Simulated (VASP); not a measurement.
# TaN (P-6m2) in VASP: notebook

Runs on TaN. Level: PBEsol. Tasks: single point.

Program: VASP 6.6.1. These are calculated values, not measurements. Logs are shortened: lines on timing, memory, paths and dates and some standing lists are left out, and cuts for length are marked.

## (1) The cell of the first run

It takes space group P-6m2 (No. 187, hexagonal). The conventional cell has a = 2.923 Å, b = 2.923 Å, c = 2.987 Å, α = 90.00°, β = 90.00°, γ = 120.00°. Ta (site symmetry -6m2) has 6 N at 2.25 Å and 8 Ta at 2.92 to 2.99 Å within 3.0 Å. Within 3.0 Å of N (site symmetry -6m2) lie 6 Ta at 2.25 Å and 8 N at 2.92 to 2.99 Å.

## (2) Single point, PBEsol (volume 11.053 Å^3 an atom, c/a of the conventional cell 1.0219)

Input file INCAR:

```
SYSTEM = TaN
PREC = Accurate ; ENCUT = 520
EDIFF = 1E-7 ; ISMEAR = 0
SIGMA = 0.15 ; LREAL = .FALSE.
LASPH = .TRUE. ; NELM = 80
ALGO = Normal ; ISIF = 2
LWAVE = .FALSE. ; LCHARG = .FALSE.
GGA = PS ; NBANDS = 15
```

Input file KPOINTS:

```
Automatic mesh
0
G
  21 21 18
  0 0 0
```

Input file POSCAR:

```
TaN
1.0
    2.9231900042      0.0000000000      0.0000000000
   -1.4615950021      2.5315568037      0.0000000000
    0.0000000000      0.0000000000      2.9872078653
Ta N
1 1
Direct
    0.3333333333      0.6666666667      0.5000000000
    0.0000000000      0.0000000000      0.0000000000
```

Potentials or basis: VASP PAW PBE potentials, release 64 (Ta_pv, N).

Started as:

```sh
cat potpaw_PBE.64/Ta_pv/POTCAR potpaw_PBE.64/N/POTCAR > POTCAR
mpirun -np 1 vasp_std > vasp.out
```

OUTCAR:

```text
SYSTEM = TaN
   PREC = Accurate
   ENCUT = 520
   EDIFF = 1E-7
   ISMEAR = 0
   LREAL = .FALSE.
   LASPH = .TRUE.
   NELM = 80
   ISIF = 2
   GGA = PS

 ion  position               nearest neighbor table
   1  0.333  0.667  0.500-   2 2.25   2 2.25   2 2.25   2 2.25   2 2.25   2 2.25
   2  0.000  0.000  0.000-   1 2.25   1 2.25   1 2.25   1 2.25   1 2.25   1 2.25

  LATTYP: Found a hexagonal cell.
 ALAT       =     2.9231900042
 C/A-ratio  =     1.0219000000

  Lattice vectors:

 A1 = (   2.9231900042,   0.0000000000,   0.0000000000)
 A2 = (  -1.4615950021,   2.5315568037,   0.0000000000)
 A3 = (   0.0000000000,   0.0000000000,   2.9872078653)

Analysis of symmetry for initial positions (statically):
=====================================================================
 Subroutine PRICEL returns:
 Original cell was already a primitive cell.

 Routine SETGRP: Setting up the symmetry group for a
 hexagonal supercell.

 Subroutine GETGRP returns: Found 12 space group operations
 (whereof 12 operations were pure point group operations)
 out of a pool of 24 trial point group operations.

The static configuration has the point symmetry D_3h.

Analysis of symmetry for dynamics (positions and initial velocities):
=====================================================================
 Subroutine PRICEL returns:
 Original cell was already a primitive cell.

 Routine SETGRP: Setting up the symmetry group for a
 hexagonal supercell.

 Subroutine GETGRP returns: Found 12 space group operations
 (whereof 12 operations were pure point group operations)
 out of a pool of 24 trial point group operations.

The dynamic configuration has the point symmetry D_3h.

 Subroutine INISYM returns: Found 12 space group operations
 (whereof 12 operations are pure point group operations),
 and found     1 'primitive' translations

----------------------------------------------------------------------------------------

                                     Primitive cell

  volume of cell :      22.1060

  direct lattice vectors                    reciprocal lattice vectors
     2.923190004  0.000000000  0.000000000     0.342092029  0.197506925  0.000000000
    -1.461595002  2.531556804  0.000000000     0.000000000  0.395013850  0.000000000
     0.000000000  0.000000000  2.987207865     0.000000000  0.000000000  0.334760768

  length of vectors
     2.923190004  2.923190004  2.987207865     0.395013850  0.395013850  0.334760768

  position of ions in fractional coordinates (direct lattice)
     0.333333333  0.666666667  0.500000000
     0.000000000  0.000000000  0.000000000

  ion indices of the primitive-cell ions
   primitive index   ion index
                 1           1
                 2           2

----------------------------------------------------------------------------------------

 KPOINTS: Automatic mesh

Automatic generation of k-mesh.
 Grid dimensions read from file:
 generate k-points for:   21   21   18

 Generating k-lattice:

  Cartesian coordinates                     Fractional coordinates (reciprocal lattice)
     0.016290097  0.009405092  0.000000000     0.047619048 -0.000000000  0.000000000
     0.000000000  0.018810183  0.000000000     0.000000000  0.047619048  0.000000000
     0.000000000  0.000000000  0.018597820     0.000000000  0.000000000  0.055555556

  Length of vectors
     0.018810183  0.018810183  0.018597820

  Shift w.r.t. Gamma in fractional coordinates (k-lattice)
     0.000000000  0.000000000  0.000000000

 Subroutine IBZKPT returns following result:
 ===========================================

 Found    480 irreducible k-points:

 Following reciprocal coordinates:
            Coordinates               Weight
  0.000000  0.000000  0.000000      1.000000
  0.047619 -0.000000  0.000000      6.000000
  0.095238  0.000000  0.000000      6.000000
  0.142857  0.000000  0.000000      6.000000
  0.190476  0.000000  0.000000      6.000000
  0.238095  0.000000  0.000000      6.000000
[... 16 lines left out ...]
  0.142857  0.095238  0.000000     12.000000
  0.190476  0.095238  0.000000     12.000000
 [... further k-points ...]
   k-points           NKPTS =    480   k-points in BZ     NKDIM =    480   number of bands    NBANDS=     15
   number of dos      NEDOS =    301   number of ions     NIONS =      2
   total plane-waves  NPLWV =  13824
   dimension x,y,z NGX =    24 NGY =   24 NGZ =   24
   dimension x,y,z NGXF=    48 NGYF=   48 NGZF=   48
   ions per type =               1   1
   NGX,Y,Z   is equivalent  to a cutoff of  13.65, 13.65, 13.36 a.u.
   NGXF,Y,Z  is equivalent  to a cutoff of  27.30, 27.30, 26.71 a.u.
 SYSTEM =  TaN
   PREC   = accura    normal or accurate (medium, high low for compatibility)
   ISTART =      0    job   : 0-new  1-cont  2-samecut
   ICHARG =      2    charge: 1-file 2-atom 10-const
   ISPIN  =      1    spin polarized calculation?
   LNONCOLLINEAR =      F non collinear calculations
   LSORBIT =      F    spin-orbit coupling
   LASPH  =      T    aspherical Exc in radial PAW
   ENCUT  =  520.0 eV  38.22 Ry    6.18 a.u.   5.44  5.44  5.55*2*pi/ulx,y,z
   NELM   =     80;   NELMIN=  2; NELMDL= -5     # of ELM steps
   EDIFF  = 0.1E-06   stopping-criterion for ELM
   LREAL  =      F    real-space projection
   EDIFFG = 0.1E-05   stopping-criterion for IOM
   NSW    =      0    number of steps for IOM
   IBRION =     -1    ionic relax: 0-MD 1-quasi-New 2-CG
   NFREE  =      0    steps in history (QN), initial steepest desc. (CG)
   ISIF   =      2    stress and relaxation
   ISYM   =      2    0-nonsym 1-usesym 2-fastsym
   POTIM  = 0.5000    time-step for ionic-motion
   TEBEG  =    0.0;   TEEND  =   0.0 temperature during run
   PSTRESS=    0.0 pullay stress
   NELECT =      16.0000    total number of electrons
   NUPDOWN=      -1.0000    fix difference up-down
   EMIN   =  10.00;   EMAX   =-10.00  energy-range for DOS
   EFERMI =   0.00;   METHOD = LEGACY
   ISMEAR =     0;   SIGMA  =   0.15  broadening in eV -4-tet -1-fermi 0-gaus
   EFERMI_NEDOS =   21; number of points for ismear=-14 and -15
   IALGO  =     38    algorithm
   IMIX   =      4    mixing-type and parameters
     AMIX     =   0.40;   BMIX     =  1.00
     AMIX_MAG =   1.60;   BMIX_MAG =  1.00
  volume/ion in A,a.u.               =      11.05        74.59
  Fermi-wavevector in a.u.,A,eV,Ry     =   1.469867  2.777646 29.395518  2.160510
  Thomas-Fermi vector in A             =   2.585193
   LORBIT       =      0    0 simple, 1 ext, 2 COOP (PROOUT), +10 PAW based schemes
   GGA     = PS    functional components
   LHFCALC =     F    Hartree Fock is set to
   AEXX    =    0.0000 exact exchange contribution
   IVDW    =     0    specifies the selected vdW correction
   LEPSILON=     F    determine dielectric tensor
   LRPA    =     F    only Hartree local field effects (RPA)
 non-spin polarized calculation
 Gauss-broadening in eV      SIGMA  =   0.15
  energy-cutoff  :      520.00
  volume of cell :       22.11
 maximum number of plane-waves:       623
 NGX is ok and might be reduce to    24
   NGX = 11   NGY = 11   NGZ = 11

 number of electron      16.0000002 magnetization

 Free energy of the ion-electron system (eV)
  ---------------------------------------------------
  ext. energy  EPLUGINS =         0.00000000
  ---------------------------------------------------
  free energy    TOTEN  =       -23.72538208 eV

  energy without entropy =      -23.72463723  energy(sigma->0) =      -23.72500966

 E-fermi :   7.7750     XC(G=0): -13.3732

 val. band max:        7.7648852000   @ k =   0.3333   0.2857   0.0000
 cond. band min:       7.7837872328   @ k =   0.0476  -0.0000   0.4444
 fundamental gap:      0.0189020327
 Fermi energy:         7.7750497883

 k-point     1 :       0.0000    0.0000    0.0000
  band No.  band energies     occupation
      1     -27.1382      2.00000
      2     -26.7469      2.00000
      3     -26.7469      2.00000
      4      -9.6684      2.00000
      5       3.5648      2.00000
      6       3.6906      2.00000
      7       3.6906      2.00000
      8       4.7119      2.00000
      9      10.1856      0.00000
     10      11.0770      0.00000
     11      11.0770      0.00000
     12      11.5893      0.00000
     13      11.5893      0.00000
     14      20.6149      0.00000
     15      21.1066      0.00000

 k-point     2 :       0.0476   -0.0000    0.0000
  band No.  band energies     occupation
      1     -27.1349      2.00000
      2     -26.7723      2.00000
      3     -26.7523      2.00000
      4      -9.6213      2.00000
      5       3.4985      2.00000
      6       3.6749      2.00000
      7       3.7258      2.00000
      8       4.6417      2.00000
      9      10.3465      0.00000
     10      10.9898      0.00000
     11      11.0880      0.00000
     12      11.5630      0.00000
     13      11.6532      0.00000
     14      20.6259      0.00000
     15      21.1061      0.00000

 k-point     3 :       0.0952    0.0000    0.0000
  band No.  band energies     occupation
      1     -27.1252      2.00000
      2     -26.8456      2.00000
      3     -26.7681      2.00000
      4      -9.4837      2.00000
      5       3.1208      2.00000
      6       3.8271      2.00000
      7       3.8504      2.00000
      8       4.4458      2.00000
      9      10.5325      0.00000
     10      10.9976      0.00000
     11      11.1261      0.00000
     12      11.4875      0.00000
     13      11.8254      0.00000
     14      20.6454      0.00000
     15      21.1038      0.00000

 k-point     4 :       0.1429    0.0000    0.0000
  band No.  band energies     occupation
      1     -27.1098      2.00000
      2     -26.9588      2.00000
      3     -26.7928      2.00000
      4      -9.2661      2.00000
      5       2.5929      2.00000
      6       3.9813      2.00000
      7       4.1332      2.00000
      8       4.1609      2.00000
      9      10.2199      0.00000
     10      11.2063      0.00000
     11      11.3719      0.00000
     12      11.5828      0.00000
     13      12.0567      0.00000
     14      20.6634      0.00000
     15      21.0997      0.00000
[... 307 lines left out ...]
 k-point    22 :       0.0952    0.0952    0.0000
  band No.  band energies     occupation
      1     -27.1012      2.00000
      2     -27.0154      2.00000
      3     -26.8133      2.00000
      4      -9.1415      2.00000
      5       2.3522      2.00000
      6       4.0130      2.00000
      7       4.0242      2.00000
      8       4.2953      2.00000
      9      10.0117      0.00000
     10      11.2202      0.00000
     11      11.2921      0.00000
     12      11.9182      0.00000
     13      12.2611      0.00000
     14      20.6884      0.00000
     15      21.0995      0.00000

 k-point    23 :       0.1429    0.0952    0.0000
  band No.  band energies     occupation
      1     -27.1419      2.00000
      2     -27.0825      2.00000
      3     -26.8506      2.00000
      4      -8.8700      2.00000
      5       1.8552      2.00000
      6       3.7134      2.00000
      7       4.1486      2.00000
      8       4.6123      2.00000
      9       9.6567      0.00000
     10      10.9966      0.00000
     11      11.5104      0.00000
     12      12.5567      0.00000
     13      12.5581      0.00000
     14      20.7531      0.00000
     15      21.1019      0.00000

 k-point    24 :       0.1905    0.0952    0.0000
  band No.  band energies     occupation
      1     -27.2809      2.00000
      2     -27.0613      2.00000
      3     -26.8927      2.00000
      4      -8.5566      2.00000
      5       1.3589      2.00000
      6       3.4051      2.00000
      7       4.2331      2.00000
      8       4.9395      2.00000
      9       9.4062      0.00000
     10      10.7496      0.00000
     11      11.8306      0.00000
     12      12.8345      0.00000
     13      13.1818      0.00000
     14      20.8673      0.00000
     15      21.1216      0.00000

 [... further k-points ...]
[... 5 lines left out ...]
  --------------------------------------------------------------------------------------
  -------------------------------------------------------------------------------------
  Total       -0.6421512     -0.6421512     -4.1257768      0.0000000     -0.0000000      0.0000000
  in kB      -46.5412181    -46.5412181   -299.0240714      0.0000000     -0.0000000      0.0000000
  external PRESSURE =    -130.7021692 kB  Pullay stress =       0.0000000 kB

 VOLUME and BASIS-vectors are now :
 -----------------------------------------------------------------------------
  energy-cutoff  :      520.00
  volume of cell :       22.11
      direct lattice vectors                 reciprocal lattice vectors
     2.923190004  0.000000000  0.000000000     0.342092029  0.197506925  0.000000000
    -1.461595002  2.531556804  0.000000000     0.000000000  0.395013850  0.000000000
     0.000000000  0.000000000  2.987207865     0.000000000  0.000000000  0.334760768

 POSITION                                       TOTAL-FORCE (eV/Angst)
 -----------------------------------------------------------------------------------
     -0.00000      1.68770      1.49360        -0.000000      0.000000      0.000000
      0.00000      0.00000      0.00000         0.000000      0.000000      0.000000
 -----------------------------------------------------------------------------------
    total drift:                                0.000000     -0.000000     -0.000000

  FREE ENERGIE OF THE ION-ELECTRON SYSTEM (eV)
  ---------------------------------------------------
  free  energy   TOTEN  =       -23.7253820796 eV

  energy  without entropy=      -23.7246372309  energy(sigma->0) =      -23.72500966
```

It took 84 s on 1 thread of Intel Xeon 6975P-C (Granite Rapids), shared host; peak memory 0.28 GiB.

Results:

| Quantity | Value |
| --- | --- |
| Free energy | -23.7254 eV |
| Pressure | -13.1 GPa |
| Band gap on the k mesh | zero (band 8 reaches 8.05 eV, above the bottom of band 9 at 7.67 eV) |

Stress tensor (GPa, compression positive):
```
 -4.65   0.00   0.00
  0.00  -4.65   0.00
  0.00   0.00 -29.90
```

Caveat: the PAW data sets were made with another functional, which shifts forces and pressure a little; spin-orbit coupling is left out, which moves the levels of the heavy elements.

(Part 1 of 2 ends here.)
